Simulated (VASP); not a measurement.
# ZnS (P6_3mc) in VASP: a series of runs

Runs on ZnS. Level: PBE. Tasks: single point.

All numbers are computed with VASP 6.6.1; they aren't measurements. Logs are shortened: lines on timing, memory, paths and dates and some standing lists are left out, and cuts for length are marked.

## Step 1: The cell of the first run

The structure is hexagonal, space group P6_3mc (No. 186). Conventional cell: a = 3.844 Å, b = 3.844 Å, c = 6.242 Å, α = 90.00°, β = 90.00°, γ = 120.00°. Zn (site symmetry 3m) has 4 S at 2.35 Å within 3.1 Å. S (site symmetry 3m) has 4 Zn at 2.35 Å within 3.1 Å.

## Step 2: Single point, PBE (strain along c alone, the other axes held: -1.0 %, then relaxed in part)

INCAR reads:

```
PREC = Accurate
ENCUT = 520
EDIFF = 1E-7
ISMEAR = 0
SIGMA = 0.02
LREAL = False
LASPH = True
NELM = 100
ALGO = Normal
ISIF = 2
LWAVE = False
LCHARG = True
GGA = PE
LELF = True
LVHAR = True
NBANDS = 26
```

KPOINTS reads:

```
Automatic mesh
0
Gamma
  12 12 4
```

POSCAR reads:

```
ZnS
1.0
    3.8440669355      0.0000000000      0.0000000000
   -1.9220334677      3.3290596200      0.0000000000
    0.0000000000      0.0000000000      6.2415966307
Zn S
2 2
Direct
    0.3333333333      0.6666666667     -0.0005970706
    0.6666666667      0.3333333333      0.4994029294
    0.3333333333      0.6666666667      0.3755970706
    0.6666666667      0.3333333333      0.8755970706
```

Potentials or basis: VASP PAW PBE potentials, release 64 (Zn, S).

Run with:

```bash
> cat potpaw_PBE.64/Zn/POTCAR potpaw_PBE.64/S/POTCAR > POTCAR
> mpirun -np 1 vasp_std > vasp.out
```

OUTCAR:

```text
PREC = Accurate
   ENCUT = 520
   EDIFF = 1E-7
   ISMEAR = 0
   LREAL = False
   LASPH = True
   NELM = 100
   ISIF = 2
   GGA = PE

 ion  position               nearest neighbor table
   1  0.333  0.667  0.999-   3 2.35   4 2.35   4 2.35   4 2.35
   2  0.667  0.333  0.499-   4 2.35   3 2.35   3 2.35   3 2.35
   3  0.333  0.667  0.376-   1 2.35   2 2.35   2 2.35   2 2.35
   4  0.667  0.333  0.876-   2 2.35   1 2.35   1 2.35   1 2.35

  LATTYP: Found a hexagonal cell.
 ALAT       =     3.8440669355
 C/A-ratio  =     1.6236961363

  Lattice vectors:

 A1 = (   3.8440669355,   0.0000000000,   0.0000000000)
 A2 = (  -1.9220334677,   3.3290596200,   0.0000000000)
 A3 = (   0.0000000000,   0.0000000000,   6.2415966307)

Analysis of symmetry for initial positions (statically):
=====================================================================
 Subroutine PRICEL returns:
 Original cell was already a primitive cell.

 Routine SETGRP: Setting up the symmetry group for a
 hexagonal supercell.

 Subroutine GETGRP returns: Found 12 space group operations
 (whereof  6 operations were pure point group operations)
 out of a pool of 24 trial point group operations.

The static configuration has the point symmetry C_3v.
 The point group associated with its full space group is C_6v.

Analysis of symmetry for dynamics (positions and initial velocities):
=====================================================================
 Subroutine PRICEL returns:
 Original cell was already a primitive cell.

 Routine SETGRP: Setting up the symmetry group for a
 hexagonal supercell.

 Subroutine GETGRP returns: Found 12 space group operations
 (whereof  6 operations were pure point group operations)
 out of a pool of 24 trial point group operations.

The dynamic configuration has the point symmetry C_3v.
 The point group associated with its full space group is C_6v.

 Subroutine INISYM returns: Found 12 space group operations
 (whereof  6 operations are pure point group operations),
 and found     1 'primitive' translations

----------------------------------------------------------------------------------------

                                     Primitive cell

  volume of cell :      79.8745

  direct lattice vectors                    reciprocal lattice vectors
     3.844066935  0.000000000  0.000000000     0.260141152  0.150192564  0.000000000
    -1.922033468  3.329059620  0.000000000     0.000000000  0.300385128  0.000000000
     0.000000000  0.000000000  6.241596631     0.000000000  0.000000000  0.160215416

  length of vectors
     3.844066935  3.844066935  6.241596631     0.300385128  0.300385128  0.160215416

  position of ions in fractional coordinates (direct lattice)
     0.333333333  0.666666667  0.999402929
     0.666666667  0.333333333  0.499402929
     0.333333333  0.666666667  0.375597071
     0.666666667  0.333333333  0.875597071

  ion indices of the primitive-cell ions
   primitive index   ion index
                 1           1
                 2           2
                 3           3
                 4           4

----------------------------------------------------------------------------------------

 KPOINTS: Automatic mesh

Automatic generation of k-mesh.
 Grid dimensions read from file:
 generate k-points for:   12   12    4

 Generating k-lattice:

  Cartesian coordinates                     Fractional coordinates (reciprocal lattice)
     0.021678429  0.012516047  0.000000000     0.083333333  0.000000000  0.000000000
     0.000000000  0.025032094  0.000000000     0.000000000  0.083333333  0.000000000
     0.000000000  0.000000000  0.040053854     0.000000000  0.000000000  0.250000000

  Length of vectors
     0.025032094  0.025032094  0.040053854

  Shift w.r.t. Gamma in fractional coordinates (k-lattice)
     0.000000000  0.000000000  0.000000000

 Subroutine IBZKPT returns following result:
 ===========================================

 Found     57 irreducible k-points:

 Following reciprocal coordinates:
            Coordinates               Weight
  0.000000  0.000000  0.000000      1.000000
  0.083333 -0.000000  0.000000      6.000000
  0.166667 -0.000000  0.000000      6.000000
  0.250000 -0.000000  0.000000      6.000000
  0.333333 -0.000000  0.000000      6.000000
  0.416667  0.000000  0.000000      6.000000
[... 16 lines left out ...]
  0.250000 -0.000000  0.250000     12.000000
  0.333333 -0.000000  0.250000     12.000000
 [... further k-points ...]
   k-points           NKPTS =     57   k-points in BZ     NKDIM =     57   number of bands    NBANDS=     26
   number of dos      NEDOS =    301   number of ions     NIONS =      4
   total plane-waves  NPLWV =  43200
   dimension x,y,z NGX =    30 NGY =   30 NGZ =   48
   dimension x,y,z NGXF=    60 NGYF=   60 NGZF=   96
   ions per type =               2   2
   NGX,Y,Z   is equivalent  to a cutoff of  12.97, 12.97, 12.78 a.u.
   NGXF,Y,Z  is equivalent  to a cutoff of  25.95, 25.95, 25.57 a.u.
 SYSTEM =  unknown system
   PREC   = accura    normal or accurate (medium, high low for compatibility)
   ISTART =      0    job   : 0-new  1-cont  2-samecut
   ICHARG =      2    charge: 1-file 2-atom 10-const
   ISPIN  =      1    spin polarized calculation?
   LNONCOLLINEAR =      F non collinear calculations
   LSORBIT =      F    spin-orbit coupling
   LASPH  =      T    aspherical Exc in radial PAW
   ENCUT  =  520.0 eV  38.22 Ry    6.18 a.u.   7.15  7.15 11.61*2*pi/ulx,y,z
   NELM   =    100;   NELMIN=  2; NELMDL= -5     # of ELM steps
   EDIFF  = 0.1E-06   stopping-criterion for ELM
   LREAL  =      F    real-space projection
   EDIFFG = 0.1E-05   stopping-criterion for IOM
   NSW    =      0    number of steps for IOM
   IBRION =     -1    ionic relax: 0-MD 1-quasi-New 2-CG
   NFREE  =      0    steps in history (QN), initial steepest desc. (CG)
   ISIF   =      2    stress and relaxation
   ISYM   =      2    0-nonsym 1-usesym 2-fastsym
   POTIM  = 0.5000    time-step for ionic-motion
   TEBEG  =    0.0;   TEEND  =   0.0 temperature during run
   PSTRESS=    0.0 pullay stress
   NELECT =      36.0000    total number of electrons
   NUPDOWN=      -1.0000    fix difference up-down
   EMIN   =  10.00;   EMAX   =-10.00  energy-range for DOS
   EFERMI =   0.00;   METHOD = LEGACY
   ISMEAR =     0;   SIGMA  =   0.02  broadening in eV -4-tet -1-fermi 0-gaus
   EFERMI_NEDOS =   21; number of points for ismear=-14 and -15
   IALGO  =     38    algorithm
   IMIX   =      4    mixing-type and parameters
     AMIX     =   0.40;   BMIX     =  1.00
     AMIX_MAG =   1.60;   BMIX_MAG =  1.00
  volume/ion in A,a.u.               =      19.97       134.75
  Fermi-wavevector in a.u.,A,eV,Ry     =   1.255181  2.371948 21.435688  1.575479
  Thomas-Fermi vector in A             =   2.388950
   LORBIT       =      0    0 simple, 1 ext, 2 COOP (PROOUT), +10 PAW based schemes
   GGA     = PE    functional components
   LHFCALC =     F    Hartree Fock is set to
   AEXX    =    0.0000 exact exchange contribution
   IVDW    =     0    specifies the selected vdW correction
   LEPSILON=     F    determine dielectric tensor
   LRPA    =     F    only Hartree local field effects (RPA)
 non-spin polarized calculation
 Gauss-broadening in eV      SIGMA  =   0.02
  energy-cutoff  :      520.00
  volume of cell :       79.87
 maximum number of plane-waves:      2180
 NGX is ok and might be reduce to    30
   NGX = 15   NGY = 15   NGZ = 23

 number of electron      36.0000006 magnetization

 Free energy of the ion-electron system (eV)
  ---------------------------------------------------
  ext. energy  EPLUGINS =         0.00000000
  ---------------------------------------------------
  free energy    TOTEN  =       -13.68911240 eV

  energy without entropy =      -13.68911240  energy(sigma->0) =      -13.68911240

 E-fermi :   2.1553     XC(G=0):  -9.5658

 val. band max:        1.9964052534   @ k =   0.0000   0.0000   0.0000
 cond. band min:       4.1518277238   @ k =   0.0000   0.0000   0.0000
 fundamental gap:      2.1554224703
 Fermi energy:         2.1553411444

 k-point     1 :       0.0000    0.0000    0.0000
  band No.  band energies     occupation
      1     -11.0695      2.00000
      2     -10.1424      2.00000
      3      -4.2789      2.00000
      4      -4.2721      2.00000
      5      -4.2721      2.00000
      6      -4.1926      2.00000
[... 18 lines left out ...]
     25       9.6702      0.00000
     26      11.2632      0.00000

 k-point     2 :       0.0833   -0.0000    0.0000
  band No.  band energies     occupation
      1     -11.0239      2.00000
      2     -10.1174      2.00000
      3      -4.2800      2.00000
      4      -4.2645      2.00000
      5      -4.2627      2.00000
      6      -4.1878      2.00000
[... 18 lines left out ...]
     25       9.8801      0.00000
     26      10.9651      0.00000

 k-point     3 :       0.1667   -0.0000    0.0000
  band No.  band energies     occupation
      1     -10.8933      2.00000
      2     -10.0499      2.00000
      3      -4.2838      2.00000
      4      -4.2424      2.00000
      5      -4.2384      2.00000
      6      -4.1683      2.00000
[... 18 lines left out ...]
     25      10.2933      0.00000
     26      10.4611      0.00000

 k-point     4 :       0.2500   -0.0000    0.0000
  band No.  band energies     occupation
      1     -10.6972      2.00000
      2      -9.9621      2.00000
      3      -4.2817      2.00000
      4      -4.2162      2.00000
      5      -4.2092      2.00000
      6      -4.1223      2.00000
[... 18 lines left out ...]
     25      10.4605      0.00000
     26      10.9093      0.00000

 k-point     5 :       0.3333   -0.0000    0.0000
  band No.  band energies     occupation
      1     -10.4708      2.00000
      2      -9.8874      2.00000
      3      -4.2697      2.00000
      4      -4.1858      2.00000
      5      -4.1801      2.00000
      6      -4.0468      2.00000
[... 18 lines left out ...]
     25      10.7128      0.00000
     26      11.6091      0.00000

 k-point     6 :       0.4167    0.0000    0.0000
  band No.  band energies     occupation
      1     -10.2693      2.00000
      2      -9.8561      2.00000
      3      -4.2597      2.00000
      4      -4.1728      2.00000
      5      -4.1135      2.00000
      6      -3.9957      2.00000
[... 427 lines left out ...]
 k-point    21 :       0.0833   -0.0000    0.2500
  band No.  band energies     occupation
      1     -10.9081      2.00000
      2     -10.2704      2.00000
      3      -4.2889      2.00000
      4      -4.2549      2.00000
      5      -4.2542      2.00000
      6      -4.2055      2.00000
[... 18 lines left out ...]
     25       9.5227      0.00000
     26      10.4470      0.00000

 k-point    22 :       0.1667   -0.0000    0.2500
  band No.  band energies     occupation
      1     -10.7837      2.00000
      2     -10.1895      2.00000
      3      -4.2940      2.00000
      4      -4.2377      2.00000
      5      -4.2276      2.00000
      6      -4.1872      2.00000
[... 18 lines left out ...]
     25      10.0827      0.00000
     26      10.3956      0.00000

 k-point    23 :       0.2500   -0.0000    0.2500
  band No.  band energies     occupation
      1     -10.5986      2.00000
      2     -10.0796      2.00000
      3      -4.2930      2.00000
      4      -4.2246      2.00000
      5      -4.1942      2.00000
      6      -4.1371      2.00000
[... 18 lines left out ...]
     25      10.4557      0.00000
     26      10.8759      0.00000

 k-point    24 :       0.3333   -0.0000    0.2500
  band No.  band energies     occupation
      1     -10.3885      2.00000
      2      -9.9755      2.00000
      3      -4.2836      2.00000
      4      -4.2048      2.00000
      5      -4.1655      2.00000
      6      -4.0588      2.00000
[... 18 lines left out ...]
     25      10.7592      0.00000
     26      11.7372      0.00000

 [... further k-points ...]
[... 5 lines left out ...]
  --------------------------------------------------------------------------------------
  -------------------------------------------------------------------------------------
  Total        0.2998838      0.2998838      0.7903304      0.0000000      0.0000000      0.0000000
  in kB        6.0152742      6.0152742     15.8529855      0.0000000      0.0000000      0.0000000
  external PRESSURE =       9.2945113 kB  Pullay stress =       0.0000000 kB

 VOLUME and BASIS-vectors are now :
 -----------------------------------------------------------------------------
  energy-cutoff  :      520.00
  volume of cell :       79.87
      direct lattice vectors                 reciprocal lattice vectors
     3.844066935  0.000000000  0.000000000     0.260141152  0.150192564  0.000000000
    -1.922033468  3.329059620  0.000000000     0.000000000  0.300385128  0.000000000
     0.000000000  0.000000000  6.241596631     0.000000000  0.000000000  0.160215416

 POSITION                                       TOTAL-FORCE (eV/Angst)
 -----------------------------------------------------------------------------------
     -0.00000      2.21937      6.23787        -0.000000      0.000000     -0.001313
      1.92203      1.10969      3.11707        -0.000000     -0.000000     -0.001313
     -0.00000      2.21937      2.34433         0.000000     -0.000000      0.001313
      1.92203      1.10969      5.46512         0.000000      0.000000      0.001313
 -----------------------------------------------------------------------------------
    total drift:                               -0.000000     -0.000000     -0.000860

  FREE ENERGIE OF THE ION-ELECTRON SYSTEM (eV)
  ---------------------------------------------------
  free  energy   TOTEN  =       -13.6891124042 eV

  energy  without entropy=      -13.6891124042  energy(sigma->0) =      -13.68911240
```

Wall time 57 s (1 thread of Intel Xeon 6975P-C (Granite Rapids), shared host); peak memory 0.25 GiB.

Results:

```yaml
Free_energy: -13.6891 eV
Pressure: 0.9 GPa
Band_gap_on_the_k_mesh: 2.16 eV
```

Stress tensor (GPa, compression positive):
```
0.60 0.00 0.00
0.00 0.60 0.00
0.00 0.00 1.59
```

Caveat: the cell differs from its parent crystal (strain along c alone, the other axes held: -1.0 %, then relaxed in part). A k mesh can miss the band edges.

## Step 3: Single point, PBE

This run uses another cell than the first one, of 20.17 Å³/atom.

INCAR reads:

```
  PREC = Accurate
  ENCUT = 520
  EDIFF = 1E-6
  ISMEAR = 0
  SIGMA = 0.02
  LREAL = F
  LASPH = T
  NELM = 100
  ALGO = Normal
  ISIF = 2
  LWAVE = F
  LCHARG = T
  GGA = PE
  LELF = T
  LVHAR = T
  NBANDS = 26
```

KPOINTS reads:

```
regular mesh
0
Gamma
  12 12 4
```

POSCAR reads:

```
ZnS
1.0
    3.8440669355      0.0000000000      0.0000000000
   -1.9220334677      3.3290596200      0.0000000000
    0.0000000000      0.0000000000      6.3046430613
Zn S
2 2
Direct
    0.3333333333      0.6666666667      0.0002666736
    0.6666666667      0.3333333333      0.5002666736
    0.3333333333      0.6666666667      0.3747333264
    0.6666666667      0.3333333333      0.8747333264
```

Potentials or basis: VASP PAW PBE potentials, release 64 (Zn, S).

Run with:

```bash
> cat potpaw_PBE.64/Zn/POTCAR potpaw_PBE.64/S/POTCAR > POTCAR
> mpirun -np 1 vasp_std > vasp.out
```

Wall time 52 s (1 thread of Intel Xeon 6975P-C (Granite Rapids), shared host); peak memory 0.25 GiB.

Results (log left out):

| Item | Value |
| --- | --- |
| Free energy | -13.6937 eV |
| Pressure | 0.2 GPa |
| Band gap on the k mesh | 2.08 eV |

Levels at points of the mesh, in eV from the valence-band top:
```csv
k point,band 16,band 17,band 18,band 19,band 20,band 21
"(0.00, 0.00, 0.00)",-0.08,0.00,0.00,2.08,3.06,6.33
"(0.50, 0.00, 0.00)",-2.14,-1.61,-0.85,3.69,4.18,5.14
"(0.00, 0.00, 0.50)",-0.45,-0.45,-0.45,3.48,3.48,6.76
"(0.50, 0.00, 0.50)",-1.57,-1.54,-1.54,3.54,3.54,5.24
```
